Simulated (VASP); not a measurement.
# Mo (P6_3/mmc) in VASP: further runs

The runs below take Mo through single point, relaxation of cell and atoms, with BLYP.

Program: VASP 6.6.1. These are calculated values, not measurements. Logs are shortened: lines on timing, memory, paths and dates and some standing lists are left out, and cuts for length are marked.

### Step 1. The cell of the first run

It takes space group P6_3/mmc (No. 194, hexagonal). Conventional cell: a = 2.898 Å, b = 2.898 Å, c = 5.166 Å, α = 90.00°, β = 90.00°, γ = 120.00°. Within 3.8 Å of Mo (site symmetry -6m2) lie 12 Mo at 2.90 to 3.08 Å.

This isn't the form of Mo at room conditions, which is bcc.

### Step 2. Single point, BLYP (18.79 Å³/atom)

INCAR

```
SYSTEM = Mo
AGGAC    = 1.0          
AGGAX    = 1.0          
ALDAC    = 0.0          
ALDAX    = 1.0          
ALGO     = Normal         ! electronic algorithm
EDIFF    = 1E-6           ! SCF threshold, eV
ENCUT    = 520            ! plane-wave cutoff, eV
GGA      = B5             ! functional
ISIF     = 2              ! what is computed and relaxed
ISMEAR   = -1             ! smearing method
LASPH    = .True.         ! aspherical terms in the spheres
LCHARG   = .True.         ! write CHGCAR
LELF     = .True.         ! ELF
LREAL    = .False.        ! projectors in reciprocal space
LVHAR    = .True.       
LWAVE    = .False.        ! write WAVECAR
NBANDS   = 21             ! bands
NELM     = 80             ! most SCF steps
PREC     = Accurate       ! precision mode
SIGMA    = 0.1            ! smearing width, eV
```

KPOINTS

```
k-points
0
Gamma
  15 15 7
  0 0 0
```

POSCAR

```
Mo
1.0
    2.8982529625      0.0000000000      0.0000000000
   -1.4491264812      2.5099606921      0.0000000000
    0.0000000000      0.0000000000      5.1660089926
Mo
2
Direct
    0.3333333333      0.6666666667      0.2500000000
    0.6666666667      0.3333333333      0.7500000000
```

Potentials or basis: VASP PAW PBE potentials, release 64 (Mo_sv).

The run is started by

```sh
$ cat potpaw_PBE.64/Mo_sv/POTCAR > POTCAR
$ mpirun -np 1 vasp_std > vasp.out
```

OUTCAR:

```text
SYSTEM = Mo
   EDIFF = 1E-6
   ENCUT = 520
   GGA = B5
   ISIF = 2
   ISMEAR = -1
   LASPH = .True.
   LREAL = .False.
   NELM = 80
   PREC = Accurate

 ion  position               nearest neighbor table
   1  0.333  0.667  0.250-   2 3.08   2 3.08   2 3.08   2 3.08   2 3.08   2 3.08
   2  0.667  0.333  0.750-   1 3.08   1 3.08   1 3.08   1 3.08   1 3.08   1 3.08

  LATTYP: Found a hexagonal cell.
 ALAT       =     2.8982529625
 C/A-ratio  =     1.7824562105

  Lattice vectors:

 A1 = (   2.8982529625,   0.0000000000,   0.0000000000)
 A2 = (  -1.4491264812,   2.5099606921,   0.0000000000)
 A3 = (   0.0000000000,   0.0000000000,   5.1660089926)

Analysis of symmetry for initial positions (statically):
=====================================================================
 Subroutine PRICEL returns:
 Original cell was already a primitive cell.

 Routine SETGRP: Setting up the symmetry group for a
 hexagonal supercell.

 Subroutine GETGRP returns: Found 24 space group operations
 (whereof 12 operations were pure point group operations)
 out of a pool of 24 trial point group operations.

The static configuration has the point symmetry D_3d.
 The point group associated with its full space group is D_6h.

Analysis of symmetry for dynamics (positions and initial velocities):
=====================================================================
 Subroutine PRICEL returns:
 Original cell was already a primitive cell.

 Routine SETGRP: Setting up the symmetry group for a
 hexagonal supercell.

 Subroutine GETGRP returns: Found 24 space group operations
 (whereof 12 operations were pure point group operations)
 out of a pool of 24 trial point group operations.

The dynamic configuration has the point symmetry D_3d.
 The point group associated with its full space group is D_6h.

 Subroutine INISYM returns: Found 24 space group operations
 (whereof 12 operations are pure point group operations),
 and found     1 'primitive' translations

----------------------------------------------------------------------------------------

                                     Primitive cell

  volume of cell :      37.5801

  direct lattice vectors                    reciprocal lattice vectors
     2.898252962  0.000000000  0.000000000     0.345035445  0.199206307  0.000000000
    -1.449126481  2.509960692  0.000000000     0.000000000  0.398412614  0.000000000
     0.000000000  0.000000000  5.166008993     0.000000000  0.000000000  0.193573027

[... 73 lines left out ...]
 SYSTEM =  Mo
   PREC   = accura    normal or accurate (medium, high low for compatibility)
   ISTART =      0    job   : 0-new  1-cont  2-samecut
   ICHARG =      2    charge: 1-file 2-atom 10-const
   ISPIN  =      1    spin polarized calculation?
   LNONCOLLINEAR =      F non collinear calculations
   LSORBIT =      F    spin-orbit coupling
   LASPH  =      T    aspherical Exc in radial PAW
   ENCUT  =  520.0 eV  38.22 Ry    6.18 a.u.   5.39  5.39  9.61*2*pi/ulx,y,z
   NELM   =     80;   NELMIN=  2; NELMDL= -5     # of ELM steps
   EDIFF  = 0.1E-05   stopping-criterion for ELM
   LREAL  =      F    real-space projection
   EDIFFG = 0.1E-04   stopping-criterion for IOM
   NSW    =      0    number of steps for IOM
   IBRION =     -1    ionic relax: 0-MD 1-quasi-New 2-CG
   NFREE  =      0    steps in history (QN), initial steepest desc. (CG)
   ISIF   =      2    stress and relaxation
   ISYM   =      2    0-nonsym 1-usesym 2-fastsym
   POTIM  = 0.5000    time-step for ionic-motion
   TEBEG  =    0.0;   TEEND  =   0.0 temperature during run
   PSTRESS=    0.0 pullay stress
   NELECT =      28.0000    total number of electrons
   NUPDOWN=      -1.0000    fix difference up-down
   EMIN   =  10.00;   EMAX   =-10.00  energy-range for DOS
   EFERMI =   0.00;   METHOD = LEGACY
   ISMEAR =    -1;   SIGMA  =   0.10  broadening in eV -4-tet -1-fermi 0-gaus
   EFERMI_NEDOS =   21; number of points for ismear=-14 and -15
   IALGO  =     38    algorithm
   IMIX   =      4    mixing-type and parameters
     AMIX     =   0.40;   BMIX     =  1.00
     AMIX_MAG =   1.60;   BMIX_MAG =  1.00
  volume/ion in A,a.u.               =      18.79       126.80
  Fermi-wavevector in a.u.,A,eV,Ry     =   1.484139  2.804617 29.969145  2.202670
  Thomas-Fermi vector in A             =   2.597714
   LORBIT       =      0    0 simple, 1 ext, 2 COOP (PROOUT), +10 PAW based schemes
   GGA     = B5    functional components
   LHFCALC =     F    Hartree Fock is set to
   AEXX    =    0.0000 exact exchange contribution
   IVDW    =     0    specifies the selected vdW correction
   LEPSILON=     F    determine dielectric tensor
   LRPA    =     F    only Hartree local field effects (RPA)
 non-spin polarized calculation
  energy-cutoff  :      520.00
  volume of cell :       37.58
 maximum number of plane-waves:      1039
 NGX is ok and might be reduce to    24
   NGX = 11   NGY = 11   NGZ = 19

 number of electron      27.9999992 magnetization

 Free energy of the ion-electron system (eV)
  ---------------------------------------------------
  ext. energy  EPLUGINS =         0.00000000
  ---------------------------------------------------
  free energy    TOTEN  =       -18.00539004 eV

  energy without entropy =      -17.90305807  energy(sigma->0) =      -17.95422406

 E-fermi :  10.1310     XC(G=0): -11.7375

 val. band max:       10.1305612091   @ k =   0.2667   0.1333   0.1429
 cond. band min:      10.1317608694   @ k =   0.1333   0.0000   0.0000
 fundamental gap:      0.0011996603
 Fermi energy:        10.1309842368

 k-point     1 :       0.0000    0.0000    0.0000
  band No.  band energies     occupation
      1     -50.6008      2.00000
      2     -50.5213      2.00000
      3     -25.0826      2.00000
      4     -24.4701      2.00000
      5     -24.3107      2.00000
      6     -24.3107      2.00000
[... 565 lines left out ...]
     20      17.3257      0.00000
     21      19.4880      0.00000

 [... further k-points ...]
[... 5 lines left out ...]
  --------------------------------------------------------------------------------------
  -------------------------------------------------------------------------------------
  Total       -4.6157258     -4.6157258     -3.7656409     -0.0000000     -0.0000000     -0.0000000
  in kB     -196.7851024   -196.7851024   -160.5429065     -0.0000000     -0.0000000     -0.0000000
  external PRESSURE =    -184.7043704 kB  Pullay stress =       0.0000000 kB

 VOLUME and BASIS-vectors are now :
 -----------------------------------------------------------------------------
  energy-cutoff  :      520.00
  volume of cell :       37.58
      direct lattice vectors                 reciprocal lattice vectors
     2.898252962  0.000000000  0.000000000     0.345035445  0.199206307  0.000000000
    -1.449126481  2.509960692  0.000000000     0.000000000  0.398412614  0.000000000
     0.000000000  0.000000000  5.166008993     0.000000000  0.000000000  0.193573027

 POSITION                                       TOTAL-FORCE (eV/Angst)
 -----------------------------------------------------------------------------------
     -0.00000      1.67331      1.29150        -0.000000      0.000000      0.000000
      1.44913      0.83665      3.87451         0.000000     -0.000000      0.000000
 -----------------------------------------------------------------------------------
    total drift:                                0.000000     -0.000000      0.000000

  FREE ENERGIE OF THE ION-ELECTRON SYSTEM (eV)
  ---------------------------------------------------
  free  energy   TOTEN  =       -18.0053900436 eV

  energy  without entropy=      -17.9030580716  energy(sigma->0) =      -17.95422406
```

stdout:

```text
POSCAR found type information on POSCAR Mo
 POSCAR found :  1 types and       2 ions
 scaLAPACK will be used
 -----------------------------------------------------------------------------
|                                                                             |
|                                                                             |
|     You enforced a specific xc type in the INCAR file but a different       |
|     I HOPE YOU KNOW WHAT YOU ARE DOING!                                     |
|                                                                             |
 -----------------------------------------------------------------------------

 LDA part: xc-table for (Slater(with rela. corr.)+VWN5), standard interpolation
 POSCAR, INCAR and KPOINTS ok, starting setup
 FFT: planning ... GRIDC
 FFT: planning ... GRID_SOFT
 FFT: planning ... GRID
 WAVECAR not read
 entering main loop
```

Wall time 37 s (1 thread of AMD EPYC 9R45 (Zen 5), shared host); peak memory 0.17 GiB.

Results:

| Property | Result |
| --- | --- |
| Free energy | -18.0054 eV |
| Pressure | -18.5 GPa |
| Band gap on the k mesh | zero (bands 14 and 15 overlap by 1.40 eV) |

Stress tensor (GPa, compression positive):
```
-19.68   0.00   0.00
  0.00 -19.68   0.00
  0.00   0.00 -16.05
```

Caveat: the cell stands under tension; the PAW data sets were made with another functional, which shifts forces and pressure a little.

### Step 3. Relaxation of cell and atoms, BLYP

This run uses another cell than the first one, of 15.59 Å³/atom.

INCAR

```
AGGAC = 1.0
AGGAX = 1.0
ALDAC = 0.0
ALDAX = 1.0
ALGO = Normal
EDIFF = 1E-6
EDIFFG = -0.01
ENCUT = 600
GGA = B5
IBRION = 2
ISIF = 3
ISMEAR = -1
LASPH = True
LCHARG = False
LREAL = False
LWAVE = False
NELM = 60
NSW = 80
PREC = Accurate
SIGMA = 0.1
```

KPOINTS

```
k-points
0
Gamma
  13 13 7
```

POSCAR

```
Mo
1.0
    2.8039216218      0.0000000000      0.0000000000
   -1.4019608109      2.4282673547      0.0000000000
    0.0000000000      0.0000000000      4.5788040084
Mo
2
Direct
    0.3333333333      0.6666666667      0.2500000000
    0.6666666667      0.3333333333      0.7500000000
```

Potentials or basis: VASP PAW PBE potentials, release 64 (Mo_sv).

The run is started by

```sh
$ cat potpaw_PBE.64/Mo_sv/POTCAR > POTCAR
$ mpirun -np 1 vasp_std > vasp.out
```

Wall time 4.2 min (1 thread of AMD EPYC 9R45 (Zen 5), shared host); peak memory 0.17 GiB.

It converged, with:

- Free energy: -18.2445 eV
- Relaxed volume: 16.83 Å³/atom
- Relaxed cell: a = 2.795 Å, b = 2.795 Å, c = 4.975 Å, α = 90.00°, β = 90.00°, γ = 120.00°
- Space group after relaxing (to 0.1 Å): P6_3/mmc (No. 194)
- Energy gained by relaxing: 83.0 meV/atom
- Ionic steps: 13
- Pressure after relaxing: 0.0 GPa
- Band gap on the k mesh: zero (bands 14 and 15 overlap by 1.62 eV)

Stress tensor (GPa, compression positive):
```
-0.07  0.00  0.00
 0.00 -0.07  0.00
 0.00  0.00  0.06
```

Step by step:
```csv
step,energy change (eV),largest force (eV/Å),pressure (GPa),volume (Å³)
1,0.0000,0.0000,17.37,31.18
2,0.4026,0.0000,-24.36,39.44
3,-0.1176,0.0000,-1.03,33.62
4,-0.1179,0.0000,-0.18,33.49
5,-0.1179,0.0000,0.13,33.44
6,-0.1294,0.0000,0.06,33.48
7,-0.1600,0.0000,0.22,33.54
8,-0.1061,0.0000,3.20,33.55
9,-0.1655,0.0000,0.51,33.56
10,-0.1659,0.0000,0.66,33.56
11,-0.1659,0.0000,0.62,33.56
12,-0.1633,0.0000,-2.35,34.05
13,-0.1661,0.0000,-0.03,33.67
```

Final structure:
```
CELL_PARAMETERS angstrom
2.79517 0.00000 0.00000
-1.39759 2.42069 0.00000
0.00000 0.00000 4.97550
ATOMIC_POSITIONS crystal
Mo 0.33333 0.66667 0.25000
Mo 0.66667 0.33333 0.75000
```

Levels at points of the mesh, in eV from the Fermi level:
```csv
k point,band 10,band 11,band 12,band 13,band 14,band 15,band 16,band 17,band 18
"(0.00, 0.00, 0.00)",-4.48,-1.68,-0.63,-0.63,-0.18,-0.18,0.74,1.32,1.32
```

Caveat: the PAW data sets were made with another functional, which shifts forces and pressure a little.

### Step 4. Single point, BLYP

This run uses another cell than the first one, of 16.78 Å³/atom.

INCAR

```
  AGGAC = 1.0
  AGGAX = 1.0
  ALDAC = 0.0
  ALDAX = 1.0
  ALGO = Normal
  EDIFF = 1E-7
  ENCUT = 520
  GGA = B5
  ISIF = 2
  ISMEAR = -1
  LASPH = T
  LCHARG = T
  LELF = T
  LREAL = F
  LVHAR = T
  LWAVE = F
  NBANDS = 21
  NELM = 80
  PREC = Accurate
  SIGMA = 0.1
```

KPOINTS

```
k-points
0
Gamma
  21 21 11
```

POSCAR

```
Mo
1.0
    2.7908100670      0.0000000000      0.0000000000
   -1.3954050335      2.4169124152      0.0000000000
    0.0000000000      0.0000000000      4.9744967363
Mo
2
Direct
    0.3333333333      0.6666666667      0.2500000000
    0.6666666667      0.3333333333      0.7500000000
```

The run is started by

```sh
$ cat potpaw_PBE.64/Mo_sv/POTCAR > POTCAR
$ mpirun -np 1 vasp_std > vasp.out
```

Wall time 99 s (1 thread of AMD EPYC 9R45 (Zen 5), shared host); peak memory 0.24 GiB.

It converged, with:

* Free energy: -18.2493 eV
* Pressure: 0.8 GPa
* Band gap on the k mesh: zero (bands 14 and 15 overlap by 1.90 eV)

Stress tensor (GPa, compression positive):
```
0.78 0.00 0.00
0.00 0.78 0.00
0.00 0.00 0.87
```

Levels at points of the mesh, in eV from the Fermi level:
| k point | band 10 | band 11 | band 12 | band 13 | band 14 | band 15 | band 16 | band 17 | band 18 | band 19 |
| --- | --- | --- | --- | --- | --- | --- | --- | --- | --- | --- |
| (0.00, 0.00, 0.00) | -4.49 | -1.69 | -0.63 | -0.63 | -0.18 | -0.18 | 0.74 | 1.34 | 1.34 | 3.11 |

Caveat: the PAW data sets were made with another functional, which shifts forces and pressure a little.

### Step 5. Summary

| task | cell | k mesh | cutoff (eV) | gap on the mesh (eV) | pressure (GPa) |
| --- | --- | --- | --- | --- | --- |
| single point | a = 2.898, b = 2.898, c = 5.166 Å, angles 90.0, 90.0, 120.0°, 2 atoms | 15 × 15 × 7 | 520 | none | -18.5 |
| relaxation of cell and atoms | relaxed from a = 2.804, b = 2.804, c = 4.579 Å, angles 90.0, 90.0, 120.0°, 2 atoms | 13 × 13 × 7 | 600 | none | 0.0 |
| single point | a = 2.791, b = 2.791, c = 4.974 Å, angles 90.0, 90.0, 120.0°, 2 atoms | 21 × 21 × 11 | 520 | none | 0.8 |

Alike in all rows: level BLYP; potentials or basis VASP PAW PBE potentials, release 64 (Mo_sv); no spin polarisation; smearing fermi-dirac 0.1 eV.

Caveats: the PAW data sets were made with another functional, which shifts forces and pressure a little; the cell stands under tension (at least some runs).

Absolute energies hang on the potentials; compare differences alone.
